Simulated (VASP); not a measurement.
# C: single point with LDA

C:

```
C
1.0
     0.00000    2.11661    3.35664
     1.22291    0.00000    3.35664
     1.22291    2.11661    0.00000
C
2
Cartesian
  1.2229 0.7057 3.3566
  1.2229 3.5276 3.3566
```

```yaml
Program: VASP 6.6.1
Task: single point
Functional: LDA
Potentials_or_basis: VASP PAW LDA potentials, release 64 (C)
Cutoff: 520 eV
k_mesh: 15 × 15 × 15
Occupations: gaussian, width 0.05 eV
Spin: no spin polarisation
```

| Quantity | Value |
| --- | --- |
| Pressure | 0.8 GPa |

Stress tensor (GPa, compression positive):
```
 1.25  0.00  0.00
 0.00  1.25  0.00
 0.00  0.00 -0.11
```

It took 49 s on 1 thread of AMD EPYC 9R45 96-Core Processor (Zen 5), on a shared host, peak memory 0.15 GiB.
